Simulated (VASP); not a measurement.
# Nb4H in VASP: a series of runs, part 2 of 2

VASP 6.6.1. Earlier steps stand in the parts before.

## Step 3: Single point, LDA

File INCAR:

```
SYSTEM = Nb4H
PREC = Accurate ; ENCUT = 520
EDIFF = 1E-7 ; ISMEAR = 0
SIGMA = 0.1 ; LREAL = .FALSE.
LASPH = .TRUE. ; NELM = 80
ALGO = Normal ; ISIF = 2
LWAVE = .FALSE. ; LCHARG = .FALSE.
LDIPOL = .TRUE. ; IDIPOL = 3
DIPOL = 0.5 0.5 0.308 ; GGA = CA
NBANDS = 34
```

File KPOINTS:

```
regular mesh
0
G
  9 7 1
  0 0 0
```

File POSCAR:

```
Nb4H
1.0
    2.9270177669      0.0000000000      0.0000000000
    0.0000000000      4.1394282232      0.0000000000
    0.0000000000      0.0000000000     21.2576690685
Nb H
4 1
Direct
    0.5000000000      0.5000000000      0.1881673850
    0.0000000000      0.0000000000      0.2570135449
    0.5000000000      0.5000000000      0.3306382692
    0.0000000000      0.0000000000      0.3884559987
    0.0000000000      0.5000000000      0.3743434448
```

Potentials or basis: VASP PAW LDA potentials, release 64 (Nb_sv, H).

Launch:

```sh
cat potpaw_LDA.64/Nb_sv/POTCAR potpaw_LDA.64/H/POTCAR > POTCAR
mpirun -np 1 vasp_std > vasp.out
```

OUTCAR:

```text
SYSTEM = Nb4H
   PREC = Accurate
   ENCUT = 520
   EDIFF = 1E-7
   ISMEAR = 0
   LREAL = .FALSE.
   LASPH = .TRUE.
   NELM = 80
   ISIF = 2
   GGA = CA

 ion  position               nearest neighbor table
   1  0.500  0.500  0.188-   2 2.93   2 2.93   2 2.93   2 2.93   3 3.03
   2  0.000  0.000  0.257-   4 2.79   1 2.93   1 2.93   1 2.93   1 2.93   3 2.98   3 2.98   3 2.98
                             3 2.98
   3  0.500  0.500  0.331-   5 1.73   5 1.73   4 2.82   4 2.82   4 2.82   4 2.82   2 2.98   2 2.98
                             2 2.98   2 2.98   1 3.03
   4  0.000  0.000  0.388-   2 2.79   3 2.82   3 2.82   3 2.82   3 2.82
   5  0.000  0.500  0.374-   3 1.73   3 1.73

  LATTYP: Found a simple orthorhombic cell.
 ALAT       =     2.9270177669
 B/A-ratio  =     1.4142135624
 C/A-ratio  =     7.2625691955

  Lattice vectors:

 A1 = (   2.9270177669,   0.0000000000,   0.0000000000)
 A2 = (   0.0000000000,   4.1394282232,   0.0000000000)
 A3 = (   0.0000000000,   0.0000000000,  21.2576690685)

Analysis of symmetry for initial positions (statically):
=====================================================================
 Subroutine PRICEL returns:
 Original cell was already a primitive cell.

 Routine SETGRP: Setting up the symmetry group for a
 simple orthorhombic supercell.

 Subroutine GETGRP returns: Found  4 space group operations
 (whereof  4 operations were pure point group operations)
 out of a pool of  8 trial point group operations.

The static configuration has the point symmetry C_2v.

Analysis of symmetry for dynamics (positions and initial velocities):
=====================================================================
 Subroutine PRICEL returns:
 Original cell was already a primitive cell.

 Routine SETGRP: Setting up the symmetry group for a
 simple orthorhombic supercell.

 Subroutine GETGRP returns: Found  4 space group operations
 (whereof  4 operations were pure point group operations)
 out of a pool of  8 trial point group operations.

The dynamic configuration has the point symmetry C_2v.

 Subroutine INISYM returns: Found  4 space group operations
 (whereof  4 operations are pure point group operations),
 and found     1 'primitive' translations

----------------------------------------------------------------------------------------

                                     Primitive cell

  volume of cell :     257.5617

  direct lattice vectors                    reciprocal lattice vectors
     2.927017767  0.000000000  0.000000000     0.341644663  0.000000000  0.000000000
     0.000000000  4.139428223  0.000000000     0.000000000  0.241579258  0.000000000
     0.000000000  0.000000000 21.257669069     0.000000000  0.000000000  0.047041846

  length of vectors
     2.927017767  4.139428223 21.257669069     0.341644663  0.241579258  0.047041846

  position of ions in fractional coordinates (direct lattice)
     0.500000000  0.500000000  0.188167385
     0.000000000  0.000000000  0.257013545
     0.500000000  0.500000000  0.330638269
     0.000000000  0.000000000  0.388455999
     0.000000000  0.500000000  0.374343445

[... 39 lines left out ...]
  0.333333  0.000000  0.000000      2.000000
  0.444444  0.000000  0.000000      2.000000
  0.000000  0.142857  0.000000      2.000000
[... 12 lines left out ...]
  0.333333  0.428571  0.000000      4.000000
  0.444444  0.428571  0.000000      4.000000
   k-points           NKPTS =     20   k-points in BZ     NKDIM =     20   number of bands    NBANDS=     34
   number of dos      NEDOS =    301   number of ions     NIONS =      5
   total plane-waves  NPLWV = 122880
   dimension x,y,z NGX =    24 NGY =   32 NGZ =  160
   dimension x,y,z NGXF=    48 NGYF=   64 NGZF=  320
   ions per type =               4   1
   NGX,Y,Z   is equivalent  to a cutoff of  13.63, 12.85, 12.51 a.u.
   NGXF,Y,Z  is equivalent  to a cutoff of  27.26, 25.70, 25.03 a.u.
 SYSTEM =  Nb4H
   PREC   = accura    normal or accurate (medium, high low for compatibility)
   ISTART =      0    job   : 0-new  1-cont  2-samecut
   ICHARG =      2    charge: 1-file 2-atom 10-const
   ISPIN  =      1    spin polarized calculation?
   LNONCOLLINEAR =      F non collinear calculations
   LSORBIT =      F    spin-orbit coupling
   LASPH  =      T    aspherical Exc in radial PAW
   ENCUT  =  520.0 eV  38.22 Ry    6.18 a.u.   5.44  7.70 39.53*2*pi/ulx,y,z
   NELM   =     80;   NELMIN=  2; NELMDL= -5     # of ELM steps
   EDIFF  = 0.1E-06   stopping-criterion for ELM
   LREAL  =      F    real-space projection
   EDIFFG = 0.1E-05   stopping-criterion for IOM
   NSW    =      0    number of steps for IOM
   IBRION =     -1    ionic relax: 0-MD 1-quasi-New 2-CG
   NFREE  =      0    steps in history (QN), initial steepest desc. (CG)
   ISIF   =      2    stress and relaxation
   ISYM   =      2    0-nonsym 1-usesym 2-fastsym
   POTIM  = 0.5000    time-step for ionic-motion
   TEBEG  =    0.0;   TEEND  =   0.0 temperature during run
   PSTRESS=    0.0 pullay stress
   NELECT =      53.0000    total number of electrons
   NUPDOWN=      -1.0000    fix difference up-down
   EMIN   =  10.00;   EMAX   =-10.00  energy-range for DOS
   EFERMI =   0.00;   METHOD = LEGACY
   ISMEAR =     0;   SIGMA  =   0.10  broadening in eV -4-tet -1-fermi 0-gaus
   EFERMI_NEDOS =   21; number of points for ismear=-14 and -15
   IALGO  =     38    algorithm
   IMIX   =      4    mixing-type and parameters
     AMIX     =   0.40;   BMIX     =  1.00
     AMIX_MAG =   1.60;   BMIX_MAG =  1.00
  volume/ion in A,a.u.               =      51.51       347.62
  Fermi-wavevector in a.u.,A,eV,Ry     =   0.966510  1.826439 12.709767  0.934142
  Thomas-Fermi vector in A             =   2.096318
   LORBIT       =      0    0 simple, 1 ext, 2 COOP (PROOUT), +10 PAW based schemes
   GGA     = CA    functional components
   LHFCALC =     F    Hartree Fock is set to
   AEXX    =    0.0000 exact exchange contribution
   IVDW    =     0    specifies the selected vdW correction
   LEPSILON=     F    determine dielectric tensor
   LRPA    =     F    only Hartree local field effects (RPA)
 non-spin polarized calculation
 Gauss-broadening in eV      SIGMA  =   0.10
  energy-cutoff  :      520.00
  volume of cell :      257.56
 maximum number of plane-waves:      6993
 NGX is ok and might be reduce to    24
   NGX = 11   NGY = 15   NGZ = 79

 dipolmoment           0.000000      0.000000     -0.000363 electrons x Angstroem

 number of electron      52.9999999 magnetization

 dipolmoment           0.000000      0.000000      0.018769 electrons x Angstroem

 Free energy of the ion-electron system (eV)
  ---------------------------------------------------
  ext. energy  EPLUGINS =         0.00000000
  ---------------------------------------------------
  free energy    TOTEN  =       -43.64353999 eV

  energy without entropy =      -43.60995227  energy(sigma->0) =      -43.62674613

 E-fermi :   0.4618     XC(G=0):  -4.6972

 val. band max:        0.4494136834   @ k =   0.1111   0.1429   0.0000
 cond. band min:       0.4632971311   @ k =   0.0000   0.1429   0.0000
 fundamental gap:      0.0138834476
 Fermi energy:         0.4618397891

 k-point     1 :       0.0000    0.0000    0.0000
  band No.  band energies     occupation
      1     -54.1344      2.00000
      2     -54.0943      2.00000
      3     -53.8006      2.00000
      4     -53.7133      2.00000
      5     -30.8352      2.00000
      6     -30.5612      2.00000
[... 729 lines left out ...]
     33       2.5463      0.00000
     34       3.0816      0.00000

------------------------ aborting loop because EDIFF is reached ----------------------------------------

 vacuum level on the upper side and lower side of the slab       (xc-potential included)         0.085        -0.144

  FORCE on cell =-STRESS in cart. coord.  units (eV):
  Direction    XX          YY          ZZ          XY          YZ          ZX
  --------------------------------------------------------------------------------------
  -------------------------------------------------------------------------------------
  Total       -1.6822858     -3.6593367      0.0733924      0.0000000      0.0000000      0.0000000
  in kB      -10.4647536    -22.7631099      0.4565418      0.0000000      0.0000000      0.0000000
  external PRESSURE =     -10.9237739 kB  Pullay stress =       0.0000000 kB

 VOLUME and BASIS-vectors are now :
 -----------------------------------------------------------------------------
  energy-cutoff  :      520.00
  volume of cell :      257.56
      direct lattice vectors                 reciprocal lattice vectors
     2.927017767  0.000000000  0.000000000     0.341644663  0.000000000  0.000000000
     0.000000000  4.139428223  0.000000000     0.000000000  0.241579258  0.000000000
     0.000000000  0.000000000 21.257669069     0.000000000  0.000000000  0.047041846

 POSITION                                       TOTAL-FORCE (eV/Angst)
 -----------------------------------------------------------------------------------
      1.46351      2.06971      4.00000         0.000000      0.000000      1.468204
      0.00000      0.00000      5.46351         0.000000      0.000000     -1.507638
      1.46351      2.06971      7.02860         0.000000      0.000000     -2.304863
      0.00000      0.00000      8.25767         0.000000      0.000000      0.167338
      0.00000      2.06971      7.95767         0.000000      0.000000      2.176960
 -----------------------------------------------------------------------------------
    total drift:                                0.000000      0.000000      0.000074

  FREE ENERGIE OF THE ION-ELECTRON SYSTEM (eV)
  ---------------------------------------------------
  free  energy   TOTEN  =       -43.6435399863 eV

  energy  without entropy=      -43.6099522684  energy(sigma->0) =      -43.62674613

 vacuum level on the upper side and lower side of the slab         4.605         4.324
```

OSZICAR:

```text
N       E                     dE             d eps       ncg     rms          rms(c)
DAV:   1     0.573044868170E+03    0.57304E+03   -0.28651E+04  1736   0.136E+03
DAV:   2     0.109235847912E+02   -0.56212E+03   -0.54842E+03  1896   0.593E+02
DAV:   3    -0.441038905289E+02   -0.55027E+02   -0.54293E+02  2304   0.124E+02
[... 20 lines left out ...]
DAV:  24    -0.436435310058E+02   -0.29308E-05   -0.22832E-07  1360   0.221E-03    0.944E-04
DAV:  25    -0.436435355148E+02   -0.45090E-05   -0.19511E-07  1160   0.192E-03    0.708E-04
DAV:  26    -0.436435380984E+02   -0.25836E-05   -0.15556E-07  1200   0.156E-03    0.418E-04
DAV:  27    -0.436435394256E+02   -0.13272E-05   -0.68920E-08  1080   0.121E-03    0.245E-04
DAV:  28    -0.436435399057E+02   -0.48012E-06   -0.37112E-08  1080   0.923E-04    0.129E-04
DAV:  29    -0.436435399863E+02   -0.80580E-07   -0.11101E-08   986   0.860E-04
   1 F= -.43643540E+02 E0= -.43626746E+02  d E =-.335877E-01
```

Wall time 3.2 min (1 thread of Intel Xeon 6975P-C (Granite Rapids), shared host); peak memory 0.35 GiB.

Results:

* Free energy: -43.6435 eV
* Largest force: 2.305 eV/Å

Forces on the atoms (eV/Å):
```
Nb   0.000  0.000  1.468
Nb   0.000  0.000 -1.508
Nb   0.000  0.000 -2.305
Nb   0.000  0.000  0.167
H    0.000  0.000  2.177
```

Levels at points of the mesh, in eV from the Fermi level:
```
           k point  band 23  band 24  band 25  band 26  band 27  band 28  band 29  band 30
(0.00, 0.00, 0.00)    -1.01    -0.59    -0.40    -0.38     0.16     0.17     0.39     0.91
```
